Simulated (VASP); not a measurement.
The system is RbH2.

```
Rb H
1.0
     5.93195    0.00000    0.00000
    -2.96597    5.13722    0.00000
     0.00000    0.00000    6.52599
Rb H
3 6
Cartesian
  2.7584 0.0000 2.1753
  -1.3792 2.3888 4.3507
  1.5868 2.7484 0.0000
  1.6550 1.3973 1.3900
  3.8943 0.7346 3.5654
  3.3486 3.0053 5.7407
  0.3826 2.1319 5.1360
  -1.3110 3.7399 2.9606
  0.9283 4.4026 0.7853
```

| Quantity | Value |
| --- | --- |
| Program | VASP 6.6.1 |
| Task | relaxation of cell and atoms |
| Functional | PBE |
| Potentials or basis | VASP PAW PBE potentials, release 64 (Rb_sv, H) |
| Cutoff | 600 eV |
| k mesh | 3 × 3 × 4 |
| Occupations | gaussian, width 0.1 eV |
| Spin | no spin polarisation |

At the start: pressure 16.3 GPa; volume 22.10 Å³/atom.

Question: How do energy, volume and symmetry change on relaxing?

Answer: Over 9 steps the energy falls by 870.6 meV/atom and the volume is 51.21 Å³/atom (+131.7 %); space group P3_121 (No. 152, to 0.1 Å) before and after.

The path:
```
step  energy change (eV)  largest force (eV/Å)  pressure (GPa)  volume (Å³)
   1              0.0000                1.6155           16.27       198.87
   2             -5.1951                0.7689            6.03       270.70
   3             -7.3329                0.2846            1.71       357.80
   4             -7.4330                0.1613           -0.74       584.18
   5             -7.8050                0.0855           -0.23       482.61
   6             -7.8285                0.0818            0.02       453.76
   7             -7.8277                0.0802           -0.05       460.34
   8             -7.8306                0.0692           -0.05       460.47
   9             -7.8358                0.0399           -0.06       460.87
```

Final structure:
```
CELL_PARAMETERS angstrom
7.77626 0.00000 0.00000
-3.88813 6.73444 0.00000
0.00000 0.00000 8.80040
ATOMIC_POSITIONS crystal
Rb 0.46095 0.00000 0.33333
Rb 0.00000 0.46095 0.66667
Rb 0.53905 0.53905 0.00000
H 0.38498 0.27703 0.22937
H 0.72297 0.10795 0.56270
H 0.89205 0.61502 0.89603
H 0.27703 0.38498 0.77063
H 0.10795 0.72297 0.43730
H 0.61502 0.89205 0.10397
```

Caveat: the k points lie up to 0.31 Å⁻¹ apart in the final cell, too coarse for converged energies and pressures of a metal; the volume moved by over 15 % at a fixed basis, so the end points are rough.
